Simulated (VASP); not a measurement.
# Si (P6_3/m) in VASP: a series of runs

Runs on Si. Level: PBE. Tasks: single point.

Everything below comes from runs of VASP 6.6.1. Logs are shortened: lines on timing, memory, paths and dates and some standing lists are left out, and cuts for length are marked.

### Step 1. The cell of the first run

It takes space group P6_3/m (No. 176, hexagonal). Conventional cell: a = 6.100 Å, b = 6.100 Å, c = 3.771 Å, α = 90.00°, β = 90.00°, γ = 120.00°. Within 3.3 Å of Si (site symmetry -6) lie 9 Si at 2.51 to 2.70 Å. Within 3.4 Å of Si (site symmetry m) lie 13 Si at 2.51 to 3.36 Å.

### Step 2. Single point, PBE

INCAR

```
  ALGO = Normal
  EDIFF = 1E-6
  ENCUT = 520
  GGA = PE
  ISIF = 2
  ISMEAR = 0
  LASPH = T
  LCHARG = T
  LELF = T
  LREAL = F
  LVHAR = T
  LWAVE = F
  NBANDS = 26
  NELM = 80
  PREC = Accurate
  SIGMA = 0.1
```

KPOINTS

```
k-points
0
Gamma
  3 3 4
```

POSCAR

```
Si
1.0
    6.0995179150     -0.0000000025      0.0000000000
   -3.0497589553      5.2823374665      0.0000000000
    0.0000000000      0.0000000000      3.7712174256
Si
8
Direct
    0.6666666667      0.3333333333      0.2500000000
    0.3333333333      0.6666666667      0.7500000000
    0.2462792769      0.3144908740      0.2500000000
    0.9317884029      0.2462792769      0.7500000000
    0.6855091260      0.9317884029      0.2500000000
    0.7537207231      0.6855091260      0.7500000000
    0.0682115971      0.7537207231      0.2500000000
    0.3144908740      0.0682115971      0.7500000000
```

Potentials or basis: VASP PAW PBE potentials, release 64 (Si).

On the command line:

```console
> cat potpaw_PBE.64/Si/POTCAR > POTCAR
> mpirun -np 1 vasp_std > vasp.out
```

OUTCAR:

```text
EDIFF = 1E-6
   ENCUT = 520
   GGA = PE
   ISIF = 2
   ISMEAR = 0
   LASPH = T
   LREAL = F
   NELM = 80
   PREC = Accurate

 ion  position               nearest neighbor table
   1  0.667  0.333  0.250-   5 2.51   7 2.51   3 2.51   4 2.70   4 2.70   8 2.70   8 2.70   6 2.70
                             6 2.70
   2  0.333  0.667  0.750-   8 2.51   4 2.51   6 2.51   7 2.70   7 2.70   5 2.70   5 2.70   3 2.70
                             3 2.70
   3  0.246  0.314  0.250-   1 2.51   8 2.57   8 2.57   4 2.57   4 2.57   2 2.70   2 2.70   7 3.03
                             5 3.03
   4  0.932  0.246  0.750-   2 2.51   3 2.57   3 2.57   5 2.57   5 2.57   1 2.70   1 2.70   8 3.03
                             6 3.03
   5  0.686  0.932  0.250-   1 2.51   6 2.57   6 2.57   4 2.57   4 2.57   2 2.70   2 2.70   7 3.03
                             3 3.03
   6  0.754  0.686  0.750-   2 2.51   5 2.57   5 2.57   7 2.57   7 2.57   1 2.70   1 2.70   4 3.03
                             8 3.03
   7  0.068  0.754  0.250-   1 2.51   6 2.57   6 2.57   8 2.57   8 2.57   2 2.70   2 2.70   5 3.03
                             3 3.03
   8  0.314  0.068  0.750-   2 2.51   3 2.57   3 2.57   7 2.57   7 2.57   1 2.70   1 2.70   4 3.03
                             6 3.03

  LATTYP: Found a hexagonal cell.
 ALAT       =     6.0995179150
 C/A-ratio  =     0.6182812278

  Lattice vectors:

 A1 = (   6.0995179150,  -0.0000000025,   0.0000000000)
 A2 = (  -3.0497589553,   5.2823374665,   0.0000000000)
 A3 = (   0.0000000000,   0.0000000000,   3.7712174256)

Analysis of symmetry for initial positions (statically):
=====================================================================
 Subroutine PRICEL returns:
 Original cell was already a primitive cell.

 Routine SETGRP: Setting up the symmetry group for a
 hexagonal supercell.

 Subroutine GETGRP returns: Found 12 space group operations
 (whereof  6 operations were pure point group operations)
 out of a pool of 24 trial point group operations.

The static configuration has the point symmetry S_6 .
 The point group associated with its full space group is C_6h.

Analysis of symmetry for dynamics (positions and initial velocities):
=====================================================================
 Subroutine PRICEL returns:
 Original cell was already a primitive cell.

 Routine SETGRP: Setting up the symmetry group for a
 hexagonal supercell.

 Subroutine GETGRP returns: Found 12 space group operations
 (whereof  6 operations were pure point group operations)
 out of a pool of 24 trial point group operations.

The dynamic configuration has the point symmetry S_6 .
 The point group associated with its full space group is C_6h.

 Subroutine INISYM returns: Found 12 space group operations
 (whereof  6 operations are pure point group operations),
 and found     1 'primitive' translations

----------------------------------------------------------------------------------------

                                     Primitive cell

  volume of cell :     121.5075

  direct lattice vectors                    reciprocal lattice vectors
     6.099517915 -0.000000003  0.000000000     0.163947383  0.094655066  0.000000000
    -3.049758955  5.282337466  0.000000000     0.000000000  0.189310131  0.000000000
     0.000000000  0.000000000  3.771217426     0.000000000  0.000000000  0.265166361

  length of vectors
     6.099517915  6.099517915  3.771217426     0.189310131  0.189310131  0.265166361

  position of ions in fractional coordinates (direct lattice)
     0.666666667  0.333333333  0.250000000
     0.333333333  0.666666667  0.750000000
     0.246279277  0.314490874  0.250000000
     0.931788403  0.246279277  0.750000000
     0.685509126  0.931788403  0.250000000
     0.753720723  0.685509126  0.750000000
     0.068211597  0.753720723  0.250000000
     0.314490874  0.068211597  0.750000000

  ion indices of the primitive-cell ions
   primitive index   ion index
                 1           1
                 2           2
                 3           3
                 4           4
                 5           5
                 6           6
                 7           7
                 8           8

----------------------------------------------------------------------------------------

 KPOINTS: k-points

Automatic generation of k-mesh.
 Grid dimensions read from file:
 generate k-points for:    3    3    4

 Generating k-lattice:

  Cartesian coordinates                     Fractional coordinates (reciprocal lattice)
     0.054649128  0.031551689  0.000000000     0.333333333  0.000000000  0.000000000
     0.000000000  0.063103377  0.000000000    -0.000000000  0.333333333  0.000000000
     0.000000000  0.000000000  0.066291590     0.000000000  0.000000000  0.250000000

  Length of vectors
     0.063103377  0.063103377  0.066291590

  Shift w.r.t. Gamma in fractional coordinates (k-lattice)
     0.000000000  0.000000000  0.000000000

 Subroutine IBZKPT returns following result:
 ===========================================

 Found      9 irreducible k-points:

 Following reciprocal coordinates:
            Coordinates               Weight
  0.000000  0.000000  0.000000      1.000000
  0.333333 -0.000000  0.000000      6.000000
  0.333333  0.333333  0.000000      2.000000
  0.000000  0.000000  0.250000      2.000000
  0.333333 -0.000000  0.250000     12.000000
  0.333333  0.333333  0.250000      4.000000
  0.000000  0.000000  0.500000      1.000000
  0.333333 -0.000000  0.500000      6.000000
  0.333333  0.333333  0.500000      2.000000
   k-points           NKPTS =      9   k-points in BZ     NKDIM =      9   number of bands    NBANDS=     26
   number of dos      NEDOS =    301   number of ions     NIONS =      8
   total plane-waves  NPLWV =  64512
   dimension x,y,z NGX =    48 NGY =   48 NGZ =   28
   dimension x,y,z NGXF=    96 NGYF=   96 NGZF=   56
   ions per type =               8
   NGX,Y,Z   is equivalent  to a cutoff of  13.08, 13.08, 12.34 a.u.
   NGXF,Y,Z  is equivalent  to a cutoff of  26.17, 26.17, 24.69 a.u.
 SYSTEM =  unknown system
   PREC   = accura    normal or accurate (medium, high low for compatibility)
   ISTART =      0    job   : 0-new  1-cont  2-samecut
   ICHARG =      2    charge: 1-file 2-atom 10-const
   ISPIN  =      1    spin polarized calculation?
   LNONCOLLINEAR =      F non collinear calculations
   LSORBIT =      F    spin-orbit coupling
   LASPH  =      T    aspherical Exc in radial PAW
   ENCUT  =  520.0 eV  38.22 Ry    6.18 a.u.  11.34 11.34  7.01*2*pi/ulx,y,z
   NELM   =     80;   NELMIN=  2; NELMDL= -5     # of ELM steps
   EDIFF  = 0.1E-05   stopping-criterion for ELM
   LREAL  =      F    real-space projection
   EDIFFG = 0.1E-04   stopping-criterion for IOM
   NSW    =      0    number of steps for IOM
   IBRION =     -1    ionic relax: 0-MD 1-quasi-New 2-CG
   NFREE  =      0    steps in history (QN), initial steepest desc. (CG)
   ISIF   =      2    stress and relaxation
   ISYM   =      2    0-nonsym 1-usesym 2-fastsym
   POTIM  = 0.5000    time-step for ionic-motion
   TEBEG  =    0.0;   TEEND  =   0.0 temperature during run
   PSTRESS=    0.0 pullay stress
   NELECT =      32.0000    total number of electrons
   NUPDOWN=      -1.0000    fix difference up-down
   EMIN   =  10.00;   EMAX   =-10.00  energy-range for DOS
   EFERMI =   0.00;   METHOD = LEGACY
   ISMEAR =     0;   SIGMA  =   0.10  broadening in eV -4-tet -1-fermi 0-gaus
   EFERMI_NEDOS =   21; number of points for ismear=-14 and -15
   IALGO  =     38    algorithm
   IMIX   =      4    mixing-type and parameters
     AMIX     =   0.40;   BMIX     =  1.00
     AMIX_MAG =   1.60;   BMIX_MAG =  1.00
  volume/ion in A,a.u.               =      15.19       102.50
  Fermi-wavevector in a.u.,A,eV,Ry     =   1.049358  1.982999 14.982090  1.101153
  Thomas-Fermi vector in A             =   2.184318
   LORBIT       =      0    0 simple, 1 ext, 2 COOP (PROOUT), +10 PAW based schemes
   GGA     = PE    functional components
   LHFCALC =     F    Hartree Fock is set to
   AEXX    =    0.0000 exact exchange contribution
   IVDW    =     0    specifies the selected vdW correction
   LEPSILON=     F    determine dielectric tensor
   LRPA    =     F    only Hartree local field effects (RPA)
 non-spin polarized calculation
 Gauss-broadening in eV      SIGMA  =   0.10
  energy-cutoff  :      520.00
  volume of cell :      121.51
 maximum number of plane-waves:      3296
 NGX is ok and might be reduce to    48
   NGX = 23   NGY = 23   NGZ = 15

 number of electron      32.0000002 magnetization

 Free energy of the ion-electron system (eV)
  ---------------------------------------------------
  ext. energy  EPLUGINS =         0.00000000
  ---------------------------------------------------
  free energy    TOTEN  =       -39.78146444 eV

  energy without entropy =      -39.77397468  energy(sigma->0) =      -39.77771956

 E-fermi :   9.1714     XC(G=0): -10.9416

 val. band max:        9.0941204841   @ k =   0.3333   0.3333   0.5000
 cond. band min:       9.3562237936   @ k =   0.0000   0.0000   0.0000
 fundamental gap:      0.2621033096
 Fermi energy:         9.1714001866

 k-point     1 :       0.0000    0.0000    0.0000
  band No.  band energies     occupation
      1      -4.6263      2.00000
      2      -0.2405      2.00000
      3      -0.2405      2.00000
      4       0.2842      2.00000
      5       0.8915      2.00000
      6       0.8915      2.00000
[... 18 lines left out ...]
     25      11.2073      0.00000
     26      11.7241      0.00000

 k-point     2 :       0.3333   -0.0000    0.0000
  band No.  band energies     occupation
      1      -4.0598      2.00000
      2      -2.3776      2.00000
      3      -0.8853      2.00000
      4      -0.5772      2.00000
      5       2.5245      2.00000
      6       2.8490      2.00000
[... 18 lines left out ...]
     25      13.3992      0.00000
     26      13.4344      0.00000

 k-point     3 :       0.3333    0.3333    0.0000
  band No.  band energies     occupation
      1      -3.0390      2.00000
      2      -2.8776      2.00000
      3      -2.8776      2.00000
      4       1.5990      2.00000
      5       1.5990      2.00000
      6       3.2961      2.00000
[... 18 lines left out ...]
     25      14.9828      0.00000
     26      14.9868      0.00000

 k-point     4 :       0.0000    0.0000    0.2500
  band No.  band energies     occupation
      1      -3.9969      2.00000
      2       0.3661      2.00000
      3       0.3661      2.00000
      4       0.4382      2.00000
      5       1.4684      2.00000
      6       1.4684      2.00000
[... 18 lines left out ...]
     25      14.3112      0.00000
     26      14.8581      0.00000

 k-point     5 :       0.3333   -0.0000    0.2500
  band No.  band energies     occupation
      1      -3.4337      2.00000
      2      -1.7651      2.00000
      3      -0.2738      2.00000
      4      -0.0381      2.00000
      5       1.6048      2.00000
      6       2.7597      2.00000
[... 18 lines left out ...]
     25      13.8410      0.00000
     26      14.4573      0.00000

 k-point     6 :       0.3333    0.3333    0.2500
  band No.  band energies     occupation
      1      -2.4107      2.00000
      2      -2.2656      2.00000
      3      -2.2656      2.00000
      4       1.9480      2.00000
      5       1.9480      2.00000
      6       2.4494      2.00000
[... 18 lines left out ...]
     25      13.4918      0.00000
     26      13.4918      0.00000

 k-point     7 :       0.0000    0.0000    0.5000
  band No.  band energies     occupation
      1      -2.1354      2.00000
      2      -2.1354      2.00000
      3       2.0276      2.00000
      4       2.0276      2.00000
      5       2.0276      2.00000
      6       2.0276      2.00000
[... 18 lines left out ...]
     25      14.7913      0.00000
     26      14.7913      0.00000

 k-point     8 :       0.3333   -0.0000    0.5000
  band No.  band energies     occupation
      1      -1.5977      2.00000
      2      -1.5977      2.00000
      3       0.0800      2.00000
      4       0.0800      2.00000
      5       1.4029      2.00000
      6       1.4029      2.00000
[... 18 lines left out ...]
     25      14.7444      0.00000
     26      14.7444      0.00000

 k-point     9 :       0.3333    0.3333    0.5000
  band No.  band energies     occupation
      1      -0.7889      2.00000
      2      -0.7889      2.00000
      3      -0.5439      2.00000
      4      -0.5439      2.00000
      5       0.0083      2.00000
      6       0.0083      2.00000
[... 18 lines left out ...]
     25      17.5595      0.00000
     26      17.6107      0.00000

------------------------ aborting loop because EDIFF is reached ----------------------------------------

  FORCE on cell =-STRESS in cart. coord.  units (eV):
  Direction    XX          YY          ZZ          XY          YZ          ZX
  --------------------------------------------------------------------------------------
  -------------------------------------------------------------------------------------
  Total        0.1503050      0.1503050     -0.1419629      0.0000001      0.0000000      0.0000000
  in kB        1.9818962      1.9818962     -1.8718979      0.0000007      0.0000000      0.0000000
  external PRESSURE =       0.6972981 kB  Pullay stress =       0.0000000 kB

 VOLUME and BASIS-vectors are now :
 -----------------------------------------------------------------------------
  energy-cutoff  :      520.00
  volume of cell :      121.51
      direct lattice vectors                 reciprocal lattice vectors
     6.099517915 -0.000000003  0.000000000     0.163947383  0.094655066  0.000000000
    -3.049758955  5.282337466  0.000000000     0.000000000  0.189310131  0.000000000
     0.000000000  0.000000000  3.771217426     0.000000000  0.000000000  0.265166361

 POSITION                                       TOTAL-FORCE (eV/Angst)
 -----------------------------------------------------------------------------------
      3.04976      1.76078      0.94280        -0.000000     -0.000000     -0.000000
      0.00000      3.52156      2.82841        -0.000000     -0.000000      0.000000
      0.54306      1.66125      0.94280        -0.010653      0.030008      0.000000
      4.93237      1.30093      2.82841        -0.031314      0.005778      0.000000
      1.33955      4.92202      0.94280        -0.020661     -0.024230     -0.000000
      2.50670      3.62109      2.82841         0.010653     -0.030008     -0.000000
     -1.88261      3.98141      0.94280         0.031314     -0.005778      0.000000
      1.71021      0.36032      2.82841         0.020661      0.024230     -0.000000
 -----------------------------------------------------------------------------------
    total drift:                               -0.000000      0.000000     -0.000000

  FREE ENERGIE OF THE ION-ELECTRON SYSTEM (eV)
  ---------------------------------------------------
  free  energy   TOTEN  =       -39.7814644408 eV

  energy  without entropy=      -39.7739746758  energy(sigma->0) =      -39.77771956
```

It took 12 s on 1 thread of AMD EPYC 9R45 (Zen 5), shared host; peak memory 0.19 GiB.

Results:

| Property | Result |
| --- | --- |
| Free energy | -39.7815 eV |
| Pressure | 0.1 GPa |
| Largest force | 0.032 eV/Å |
| Band gap on the k mesh | zero (bands 16 and 17 overlap by 3.27 eV) |

Forces in eV/Å, atoms in the order of the input:
```
Si   0.000  0.000  0.000
Si   0.000  0.000  0.000
Si  -0.011  0.030  0.000
Si  -0.031  0.006  0.000
Si  -0.021 -0.024  0.000
Si   0.011 -0.030  0.000
Si   0.031 -0.006  0.000
Si   0.021  0.024  0.000
```

Caveat: the k points lie up to 0.42 Å⁻¹ apart, too coarse for converged energies and pressures of a metal.

### Step 3. Single point, PBE

This run uses another cell than the first one, of 20.02 Å³/atom.

INCAR

```
SYSTEM = Si
  PREC = Accurate
  ENCUT = 520
  EDIFF = 1E-6
  ISMEAR = 0
  SIGMA = 0.1
  LREAL = .False.
  LASPH = .True.
  NELM = 60
  ALGO = Normal
  ISIF = 2
  LWAVE = .False.
  LCHARG = .False.
  GGA = PE
  NBANDS = 26
```

KPOINTS

```
regular mesh
0
Gamma
  3 3 4
  0 0 0
```

POSCAR

```
Si
1.0
    6.9233916300      0.0000000000      0.0000000000
   -3.4616958100      5.9958330300      0.0000000000
    0.0000000000      0.0000000000      3.8583264700
Si
8
Direct
    0.6666666700      0.3333333300      0.2500000000
    0.3333333300      0.6666666700      0.7500000000
    0.2971000100      0.3829000000      0.2500000000
    0.9142000100      0.2971000100      0.7500000000
    0.6171000000      0.9142000100      0.2500000000
    0.7028999900      0.6171000000      0.7500000000
    0.0857999900      0.7028999900      0.2500000000
    0.3829000000      0.0857999900      0.7500000000
```

Potentials or basis: VASP PAW PBE potentials, release 64 (Si).

On the command line:

```console
> cat potpaw_PBE.64/Si/POTCAR > POTCAR
> mpirun -np 1 vasp_std > vasp.out
```

Wall time 17 s (1 thread of AMD EPYC 9R45 (Zen 5), shared host); peak memory 0.23 GiB.

The run converged. Its results:

| Quantity | Value |
| --- | --- |
| Free energy | -37.4192 eV |
| Pressure | -9.2 GPa |
| Largest force | 0.131 eV/Å |
| Band gap on the k mesh | zero (bands 16 and 17 overlap by 2.01 eV) |

Forces in eV/Å, atoms in the order of the input:
```
Si   0.000  0.000  0.000
Si   0.000  0.000  0.000
Si   0.117  0.058  0.000
Si   0.008  0.130  0.000
Si  -0.109  0.072  0.000
Si  -0.117 -0.058  0.000
Si  -0.008 -0.130  0.000
Si   0.109 -0.072  0.000
```

Stress tensor (GPa, compression positive):
```
-10.20   0.00   0.00
  0.00 -10.20   0.00
  0.00   0.00  -7.17
```

Levels at points of the mesh, in eV from the Fermi level:
```
           k point  band 13  band 14  band 15  band 16  band 17  band 18  band 19  band 20
(0.00, 0.00, 0.00)    -0.58    -0.58     0.49     0.52     0.52     0.91     1.13     1.13
(0.00, 0.00, 0.50)    -2.67    -2.67     1.37     1.37     1.37     1.37     1.90     1.90
```

Caveat: the k points lie up to 0.41 Å⁻¹ apart, too coarse for converged energies and pressures of a metal.
